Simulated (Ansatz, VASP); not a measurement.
One calculation of CoO, two programs

The input INCAR:

```
PREC     = Accurate       # precision mode
ENCUT    = 520            # plane-wave cutoff, eV
EDIFF    = 1E-6           # SCF threshold, eV
ISMEAR   = 0              # smearing method
SIGMA    = 0.15           # smearing width, eV
LREAL    = F              # projectors in reciprocal space
LASPH    = T              # aspherical terms in the spheres
NELM     = 150            # most SCF steps
ALGO     = Normal         # electronic algorithm
ISIF     = 2              # what is computed and relaxed
LWAVE    = F              # write WAVECAR
LCHARG   = T              # write CHGCAR
ISPIN    = 2              # spin polarisation
MAGMOM   = 2.64 0.33      # initial moments
LORBIT   = 11             # projections on sites
LMAXMIX  = 4              # l up to which the mixer works
GGA      = PS             # functional
LELF     = T              # ELF
LVHAR    = T            
NBANDS   = 18             # bands
```

File KPOINTS:

```
regular mesh
0
Gamma
  18 18 18
```

POSCAR

```
CoO
1.0
    1.5054695445      0.8691832468      2.4399269062
   -1.5054695445      0.8691832468      2.4399269062
    0.0000000000     -1.7383664936      2.4399269062
Co O
1 1
Direct
    0.0000000000      0.0000000000      0.0000000000
    0.5051231043      0.5051231043      0.5051231043
```

Input for Ansatz:

```yaml
crystal:
  lattice:
    - [1.5054695445, 0.8691832468, 2.4399269062]
    - [-1.5054695445, 0.8691832468, 2.4399269062]
    - [0.0, -1.7383664936, 2.4399269062]
  atoms:
    - { symbol: Co, position: [0.0, 0.0, 0.0], spin: 2.64 }
    - { symbol: O, position: [0.5051231043, 0.5051231043, 0.5051231043], spin: 0.33 }
basis:
  ecutwfc: 420
kpoints:
  mp_grid: { grid: [18, 18, 18] }
hamiltonian:
  xc: pbesol
scf:
  occupations: { method: gaussian, width: 0.15 }
output:
  forces: true
  stress: true
  eigenvalues: true
  populations: true
magnetization:
  spin_polarized: true
```

Change from the starting cell: all O atoms moved +0.037 Å, as atom 2 along Cartesian [0 0 1].

Alike in both runs: task single point; functional PBEsol; k mesh 18 × 18 × 18; occupations gaussian, width 0.15 eV; collinear spin.

|  | VASP | Ansatz |
| --- | --- | --- |
| version | VASP 6.6.1 | Ansatz 0.2.0 |
| potentials or method | VASP PAW PBE potentials, release 64 (Co, O), cutoff 520 eV | scalar-relativistic, plane waves, PAW |
| valence electrons in the cell | 15 | 23 |

Ansatz gave:

```
gap on the k mesh at the Fermi level (eV)                     : none
pressure (GPa)                                                : -9.0
traceless stress, the component that is largest in VASP (GPa) : -0.28
net moment per atom (μB)                                      : 1.47
size of the moment on the site where the two differ most (μB) : 2.47
```

What did VASP give for the same quantities?

gap on the k mesh at the Fermi level (eV): none; pressure (GPa): -9.5; traceless stress, the component that is largest in VASP (GPa): -0.25; net moment per atom (μB): 1.45; size of the moment on the site where the two differ most (μB): 2.54.

VASP's potentials were made for PBE, not for PBEsol. Site moments also hang on the region over which each program counts them. A gap of «none» marks a metal or a gap that the smearing closes. The functional is the same, so the differences come from potentials, cutoffs and numerics. VASP's potentials hold 15 valence electrons a cell and Ansatz's 23, so a difference there can come from the potentials and not from the codes.
